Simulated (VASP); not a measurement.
# Al2GaN3 (P1) in VASP: relaxation of cell and atoms with PBEsol

Aim: the relaxation of cell and atoms of Al2GaN3 with PBEsol.

Everything below comes from runs of VASP 6.6.1. Logs are shortened: lines on timing, memory, paths and dates and some standing lists are left out, and cuts for length are marked.

## 1. The cell of the first run

The typed cell holds 6 atoms: a = 4.023 Å, b = 4.175 Å, c = 4.176 Å, α = 81.72°, β = 82.06°, γ = 83.85°.

## 2. Relaxation of cell and atoms, PBEsol

INCAR

```
SYSTEM = Al2GaN3
  ALGO = Normal
  EDIFF = 1E-7
  EDIFFG = -0.01
  ENCUT = 600
  GGA = PS
  IBRION = 2
  ISIF = 3
  ISMEAR = -1
  LASPH = .TRUE.
  LCHARG = .FALSE.
  LREAL = .FALSE.
  LWAVE = .FALSE.
  NELM = 80
  NSW = 100
  PREC = Accurate
  SIGMA = 0.05
```

KPOINTS

```
k-points
0
G
  4 4 4
  0 0 0
```

POSCAR

```
Al2GaN3
1.0
    2.6816579736      1.4922909743      2.6008869788
   -2.7959160269      1.5391399966      2.6909688502
   -0.0165565833     -3.1639980045      2.7249861750
Al Ga N
2 1 3
Direct
    0.6978197320      0.7128401033      0.6949952366
    0.3345682117      0.3246400672      0.2762477348
   -0.0074152081      0.0259950120     -0.0018364181
    0.0247014106      0.5010283783     -0.0371575315
    0.5267357519     -0.0703517897      0.0075048092
   -0.0104557736      0.0163968183      0.4982265292
```

Potentials or basis: VASP PAW PBE potentials, release 64 (Al, Ga_d, N).

Command:

```sh
$ cat potpaw_PBE.64/Al/POTCAR potpaw_PBE.64/Ga_d/POTCAR potpaw_PBE.64/N/POTCAR > POTCAR
$ mpirun -np 1 vasp_std > vasp.out
```

OUTCAR:

```text
SYSTEM = Al2GaN3
   EDIFF = 1E-7
   EDIFFG = -0.01
   ENCUT = 600
   GGA = PS
   IBRION = 2
   ISIF = 3
   ISMEAR = -1
   LASPH = .TRUE.
   LREAL = .FALSE.
   NELM = 80
   NSW = 100
   PREC = Accurate

 ion  position               nearest neighbor table
   1  0.698  0.713  0.695-   5 1.72   6 1.85   4 1.91   3 2.44   2 3.01   2 3.14   3 3.14   3 3.14
                             2 3.22   2 3.31
   2  0.335  0.325  0.276-   4 1.95   6 2.03   5 2.14   3 2.45   3 2.96   1 3.01   1 3.14   1 3.22
                             1 3.31
   3  0.993  0.026  0.998-   5 1.95   4 1.98   6 2.08   6 2.10   5 2.15   4 2.21   1 2.44   2 2.45
                             2 2.96   1 3.14   1 3.14
   4  0.025  0.501  0.963-   1 1.91   2 1.95   3 1.98   3 2.21
   5  0.527  0.930  0.008-   1 1.72   3 1.95   2 2.14   3 2.15
   6  0.990  0.016  0.498-   1 1.85   2 2.03   3 2.08   3 2.10

  LATTYP: Found a triclinic cell.
 ALAT       =     4.1757283373
 B/A-ratio  =     1.3082996212
 C/A-ratio  =     0.9633743193
 COS(alpha) =     0.0238120869
 COS(beta)  =     0.1381929882
 COS(gamma) =     0.6543535468

  Lattice vectors:

 A1 = (  -0.0165565833,  -3.1639980045,   2.7249861750)
 A2 = (   2.7793594436,  -4.7031380011,   0.0340173248)
 A3 = (   2.6816579736,   1.4922909743,   2.6008869788)

Analysis of symmetry for initial positions (statically):
=====================================================================
 Subroutine PRICEL returns:
 Original cell was already a primitive cell.

 Routine SETGRP: Setting up the symmetry group for a
 triclinic supercell.

 Subroutine GETGRP returns: Found  1 space group operations
 (whereof  1 operations were pure point group operations)
 out of a pool of  2 trial point group operations.

The static configuration has the point symmetry C_1 .

Analysis of symmetry for dynamics (positions and initial velocities):
=====================================================================
 Subroutine PRICEL returns:
 Original cell was already a primitive cell.

 Routine SETGRP: Setting up the symmetry group for a
 triclinic supercell.

 Subroutine GETGRP returns: Found  1 space group operations
 (whereof  1 operations were pure point group operations)
 out of a pool of  2 trial point group operations.

The dynamic configuration has the point symmetry C_1 .

 Subroutine INISYM returns: Found  1 space group operations
 (whereof  1 operations are pure point group operations),
 and found     1 'primitive' translations

----------------------------------------------------------------------------------------

                                     Primitive cell

  volume of cell :      68.4569

  direct lattice vectors                    reciprocal lattice vectors
     2.681657974  1.492290974  2.600886979     0.185640172  0.110642997  0.129596176
    -2.795916027  1.539139997  2.690968850    -0.179611830  0.107374714  0.123582140
    -0.016556583 -3.163998004  2.724986175     0.000183756 -0.211638483  0.121240727

  length of vectors
     4.022789445  4.174615157  4.175728337     0.251990704  0.243027332  0.243906119

  position of ions in fractional coordinates (direct lattice)
     0.697819732  0.712840103  0.694995237
     0.334568212  0.324640067  0.276247735
     0.992584792  0.025995012  0.998163582
     0.024701411  0.501028378  0.962842468
     0.526735752  0.929648210  0.007504809
     0.989544226  0.016396818  0.498226529

  ion indices of the primitive-cell ions
   primitive index   ion index
                 1           1
                 2           2
                 3           3
                 4           4
                 5           5
                 6           6

----------------------------------------------------------------------------------------

 KPOINTS: k-points

Automatic generation of k-mesh.
 Grid dimensions read from file:
 generate k-points for:    4    4    4

 Generating k-lattice:

  Cartesian coordinates                     Fractional coordinates (reciprocal lattice)
     0.046410043  0.027660749  0.032399044     0.250000000  0.000000000  0.000000000
    -0.044902957  0.026843679  0.030895535    -0.000000000  0.250000000  0.000000000
     0.000045939 -0.052909621  0.030310182     0.000000000  0.000000000  0.250000000

  Length of vectors
     0.062997676  0.060756833  0.060976530

  Shift w.r.t. Gamma in fractional coordinates (k-lattice)
     0.000000000  0.000000000  0.000000000

 Subroutine IBZKPT returns following result:
 ===========================================

 Found     36 irreducible k-points:

 Following reciprocal coordinates:
            Coordinates               Weight
  0.000000  0.000000  0.000000      1.000000
  0.250000  0.000000  0.000000      2.000000
  0.500000  0.000000  0.000000      1.000000
  0.000000  0.250000  0.000000      2.000000
  0.250000  0.250000  0.000000      2.000000
  0.500000  0.250000  0.000000      2.000000
[... 16 lines left out ...]
 -0.000000 -0.250000  0.250000      2.000000
  0.250000 -0.250000  0.250000      2.000000
 [... further k-points ...]
   k-points           NKPTS =     36   k-points in BZ     NKDIM =     36   number of bands    NBANDS=     21
   number of dos      NEDOS =    301   number of ions     NIONS =      6
   total plane-waves  NPLWV =  41472
   dimension x,y,z NGX =    32 NGY =   36 NGZ =   36
   dimension x,y,z NGXF=    64 NGYF=   72 NGZF=   72
   ions per type =               2   1   3
   NGX,Y,Z   is equivalent  to a cutoff of  13.22, 14.34, 14.33 a.u.
   NGXF,Y,Z  is equivalent  to a cutoff of  26.45, 28.67, 28.66 a.u.
 SYSTEM =  Al2GaN3
   PREC   = accura    normal or accurate (medium, high low for compatibility)
   ISTART =      0    job   : 0-new  1-cont  2-samecut
   ICHARG =      2    charge: 1-file 2-atom 10-const
   ISPIN  =      1    spin polarized calculation?
   LNONCOLLINEAR =      F non collinear calculations
   LSORBIT =      F    spin-orbit coupling
   LASPH  =      T    aspherical Exc in radial PAW
   ENCUT  =  600.0 eV  44.10 Ry    6.64 a.u.   8.03  8.34  8.34*2*pi/ulx,y,z
   NELM   =     80;   NELMIN=  2; NELMDL= -5     # of ELM steps
   EDIFF  = 0.1E-06   stopping-criterion for ELM
   LREAL  =      F    real-space projection
   EDIFFG = -.1E-01   stopping-criterion for IOM
   NSW    =    100    number of steps for IOM
   IBRION =      2    ionic relax: 0-MD 1-quasi-New 2-CG
   NFREE  =      1    steps in history (QN), initial steepest desc. (CG)
   ISIF   =      3    stress and relaxation
   ISYM   =      2    0-nonsym 1-usesym 2-fastsym
   POTIM  = 0.5000    time-step for ionic-motion
   TEBEG  =    0.0;   TEEND  =   0.0 temperature during run
   PSTRESS=    0.0 pullay stress
   NELECT =      34.0000    total number of electrons
   NUPDOWN=      -1.0000    fix difference up-down
   EMIN   =  10.00;   EMAX   =-10.00  energy-range for DOS
   EFERMI =   0.00;   METHOD = LEGACY
   ISMEAR =    -1;   SIGMA  =   0.05  broadening in eV -4-tet -1-fermi 0-gaus
   EFERMI_NEDOS =   21; number of points for ismear=-14 and -15
   IALGO  =     38    algorithm
   IMIX   =      4    mixing-type and parameters
     AMIX     =   0.40;   BMIX     =  1.00
     AMIX_MAG =   1.60;   BMIX_MAG =  1.00
  volume/ion in A,a.u.               =      11.41        77.00
  Fermi-wavevector in a.u.,A,eV,Ry     =   1.296469  2.449970 22.869092  1.680831
  Thomas-Fermi vector in A             =   2.427923
   LORBIT       =      0    0 simple, 1 ext, 2 COOP (PROOUT), +10 PAW based schemes
   GGA     = PS    functional components
   LHFCALC =     F    Hartree Fock is set to
   AEXX    =    0.0000 exact exchange contribution
   IVDW    =     0    specifies the selected vdW correction
   LEPSILON=     F    determine dielectric tensor
   LRPA    =     F    only Hartree local field effects (RPA)
 conjugate gradient relaxation of ions
 non-spin polarized calculation
  energy-cutoff  :      600.00
  volume of cell :       68.46
 maximum number of plane-waves:      2298
   NGX = 17   NGY = 17   NGZ = 17

--------------------------------------- Ionic step        1  -------------------------------------------

 number of electron      34.0000007 magnetization

 Free energy of the ion-electron system (eV)
  ---------------------------------------------------
  ext. energy  EPLUGINS =         0.00000000
  ---------------------------------------------------
  free energy    TOTEN  =       -36.17475327 eV

  energy without entropy =      -36.16049872  energy(sigma->0) =      -36.16762600

------------------------ aborting loop because EDIFF is reached ----------------------------------------

  FORCE on cell =-STRESS in cart. coord.  units (eV):
  Direction    XX          YY          ZZ          XY          YZ          ZX
  --------------------------------------------------------------------------------------
  -------------------------------------------------------------------------------------
  Total        0.5489458      0.7369668     -1.1571641      2.1412695     -1.4820091     -1.9607328
  in kB       12.8476187     17.2480944    -27.0824635     50.1146290    -34.6851888    -45.8893178
  external PRESSURE =       1.0044165 kB  Pullay stress =       0.0000000 kB
[... 101 lines left out ...]
  FREE ENERGIE OF THE ION-ELECTRON SYSTEM (eV)
  ---------------------------------------------------
  free  energy   TOTEN  =       -36.7832091774 eV

  energy  without entropy=      -36.7723649018  energy(sigma->0) =      -36.77778704

 E-fermi :   9.9864     XC(G=0): -12.6911

 val. band max:        8.9971693726   @ k =   0.0000   0.0000   0.0000
 cond. band min:      11.5252017838   @ k =   0.5000   0.0000   0.0000
 fundamental gap:      2.5280324111
 Fermi energy:         9.9864428939

 k-point     1 :       0.0000    0.0000    0.0000
  band No.  band energies     occupation
      1      -8.3997      2.00000
      2      -5.9692      2.00000
      3      -4.9812      2.00000
      4      -4.8774      2.00000
      5      -4.8015      2.00000
      6      -4.6891      2.00000
[... 565 lines left out ...]
     20      16.5695      0.00000
     21      17.3492      0.00000

 [... further k-points ...]

[... ionic steps 4 to 66 ...]

--------------------------------------- Ionic step       67  -------------------------------------------

 number of electron      34.0000000 magnetization

------------------------ aborting loop because EDIFF is reached ----------------------------------------
[... 75 lines left out ...]
--------------------------------------- Ionic step       69  -------------------------------------------

 number of electron      34.0000000 magnetization

 Free energy of the ion-electron system (eV)
  ---------------------------------------------------
  ext. energy  EPLUGINS =         0.00000000
  ---------------------------------------------------
  free energy    TOTEN  =       -42.95687571 eV

  energy without entropy =      -42.95687571  energy(sigma->0) =      -42.95687571

 E-fermi :  10.1991     XC(G=0): -12.7544

 val. band max:        9.1987439035   @ k =  -0.0000   0.0000   0.5000
 cond. band min:      11.8521329270   @ k =   0.5000   0.0000   0.0000
 fundamental gap:      2.6533890235
 Fermi energy:        10.1990836883

 k-point     1 :       0.0000    0.0000    0.0000
  band No.  band energies     occupation
      1      -8.3319      2.00000
      2      -5.9111      2.00000
      3      -4.7656      2.00000
      4      -4.6325      2.00000
      5      -4.6254      2.00000
      6      -4.5127      2.00000
[... 565 lines left out ...]
     20      16.9896      0.00000
     21      18.0629      0.00000

 [... further k-points ...]
[... 5 lines left out ...]
  --------------------------------------------------------------------------------------
  -------------------------------------------------------------------------------------
  Total        0.0199888      0.0133497     -0.0014371      0.0004278      0.0091725     -0.0016079
  in kB        0.6169899      0.4120608     -0.0443572      0.0132053      0.2831262     -0.0496301
  external PRESSURE =       0.3282312 kB  Pullay stress =       0.0000000 kB
[... 21 lines left out ...]
  FREE ENERGIE OF THE ION-ELECTRON SYSTEM (eV)
  ---------------------------------------------------
  free  energy   TOTEN  =       -42.9568757053 eV

  energy  without entropy=      -42.9568757052  energy(sigma->0) =      -42.95687571

 reached required accuracy - stopping structural energy minimisation
```

Run time: 45 min. Hardware: 1 thread of Intel Xeon 8259CL, shared host; peak memory 0.27 GiB.

Results:

| Quantity | Value |
| --- | --- |
| Free energy | -42.9569 eV |
| Relaxed volume | 8.65 Å³/atom |
| Relaxed cell | a = 2.910 Å, b = 4.095 Å, c = 5.022 Å, α = 66.06°, β = 73.29°, γ = 90.02° |
| Space group after relaxing (to 0.1 Å) | Immm (No. 71) |
| Energy gained by relaxing | 1130.4 meV/atom |
| Ionic steps | 69 |
| Pressure after relaxing | 0.0 GPa |
| Largest force after relaxing | 0.008 eV/Å |
| Band gap on the k mesh | 2.65 eV (least direct gap 2.80 eV) |

Forces in eV/Å, atoms in the order of the input:
```
Al   0.001  0.004 -0.003
Al   0.000  0.000  0.001
Ga   0.005  0.000  0.006
N   -0.002  0.001  0.000
N    0.000 -0.001 -0.001
N   -0.004 -0.003 -0.003
```

The path:
| step | energy change (eV) | largest force (eV/Å) | pressure (GPa) | volume (Å³) |
| --- | --- | --- | --- | --- |
| 1 | 0.0000 | 5.2843 | 0.10 | 68.46 |
| 3 | -0.6085 | 1.2659 | -4.50 | 68.48 |
| 5 | -0.8769 | 1.6675 | 7.45 | 63.76 |
| 7 | -1.2966 | 1.7674 | 6.10 | 62.64 |
| 9 | -1.7187 | 5.5625 | 7.89 | 57.58 |
| 11 | -2.1329 | 3.3759 | 1.13 | 59.63 |
| 13 | -0.9372 | 6.3681 | 3.87 | 58.42 |
| 15 | -2.7225 | 2.7217 | -6.47 | 59.09 |
| 17 | -3.3289 | 2.9469 | 3.76 | 56.26 |
| 19 | -4.7633 | 1.6195 | 6.76 | 56.08 |
| 21 | -4.8457 | 2.2209 | 10.35 | 55.91 |
| 23 | -5.5826 | 3.2227 | -0.24 | 58.28 |
| 25 | -6.2557 | 1.1857 | -5.27 | 58.06 |
| 27 | -6.4142 | 0.7521 | -2.36 | 56.78 |
| 29 | -6.5192 | 0.5059 | 1.08 | 55.42 |
| 31 | -6.5662 | 0.3808 | -0.85 | 55.46 |
| 33 | -6.5817 | 0.0982 | -0.01 | 55.06 |
| 35 | -6.5841 | 0.0817 | -0.23 | 55.01 |
| 37 | -6.5860 | 0.0780 | -0.32 | 54.89 |
| 39 | -6.5888 | 0.1228 | 0.31 | 54.50 |
| 41 | -6.5919 | 0.1589 | -1.91 | 54.30 |
| 43 | -6.5936 | 0.1686 | -1.95 | 54.20 |
| 45 | -6.6052 | 0.2586 | -1.94 | 53.75 |
| 47 | -6.6133 | 1.2932 | 2.39 | 51.85 |
| 49 | -6.6448 | 0.6745 | 0.30 | 52.35 |
| 51 | -6.6456 | 0.5821 | -0.05 | 52.47 |
| 53 | -6.6476 | 0.7121 | 0.39 | 52.30 |
| 55 | -6.6601 | 0.6802 | 0.33 | 52.26 |
| 57 | -6.7061 | 0.5855 | 0.27 | 52.08 |
| 59 | -6.7498 | 0.5281 | 0.26 | 51.91 |
| 61 | -6.7724 | 0.2837 | -1.28 | 52.17 |
| 63 | -6.7803 | 0.0985 | 1.05 | 51.70 |
| 65 | -6.7818 | 0.0485 | -0.05 | 51.92 |
| 67 | -6.7821 | 0.0168 | -0.02 | 51.92 |
| 69 | -6.7821 | 0.0079 | 0.03 | 51.91 |

Final structure:
```cif
data_structure
_symmetry_space_group_name_H-M 'P 1'
_symmetry_Int_Tables_number 1
_cell_length_a 2.9098
_cell_length_b 4.0948
_cell_length_c 5.0216
_cell_angle_alpha 66.060
_cell_angle_beta 73.290
_cell_angle_gamma 90.025
_cell_volume 51.91
loop_
_atom_site_label
_atom_site_type_symbol
_atom_site_fract_x
_atom_site_fract_y
_atom_site_fract_z
_atom_site_occupancy
Al1 Al 0.76145 0.66874 0.57243 1
Al2 Al 0.42724 0.33478 0.24027 1
Ga1 Ga 0.09394 0.00177 0.90631 1
N1 N 0.09445 0.50174 0.90634 1
N2 N 0.42176 0.82928 0.25123 1
N3 N 0.76711 0.17425 0.56140 1
```

Levels at points of the mesh, in eV from the valence-band top:
| k point | band 15 | band 16 | band 17 | band 18 | band 19 | band 20 |
| --- | --- | --- | --- | --- | --- | --- |
| (0.00, 0.00, 0.00) | -0.24 | -0.22 | -0.18 | 3.95 | 5.69 | 5.86 |
| (0.50, 0.00, 0.00) | -2.92 | -2.19 | -1.90 | 2.65 | 5.96 | 6.75 |
| (0.00, 0.50, 0.00) | -1.44 | -0.81 | -0.44 | 5.42 | 6.57 | 6.84 |
| (0.50, 0.50, 0.00) | -2.69 | -0.74 | -0.69 | 5.42 | 6.57 | 7.25 |
| (0.00, 0.00, 0.50) | -1.76 | -0.69 | 0.00 | 2.80 | 5.76 | 7.40 |
| (0.50, 0.00, 0.50) | -2.91 | -2.17 | -1.87 | 2.67 | 5.99 | 6.73 |
| (0.00, 0.50, 0.50) | -1.45 | -0.80 | -0.42 | 5.46 | 6.56 | 6.83 |
| (0.50, 0.50, 0.50) | -2.69 | -0.74 | -0.70 | 5.41 | 6.58 | 7.26 |

Caveat: the volume moved by over 15 % at a fixed basis, so the end points are rough; the PAW data sets were made with another functional, which shifts forces and pressure a little. A k mesh can miss the band edges.
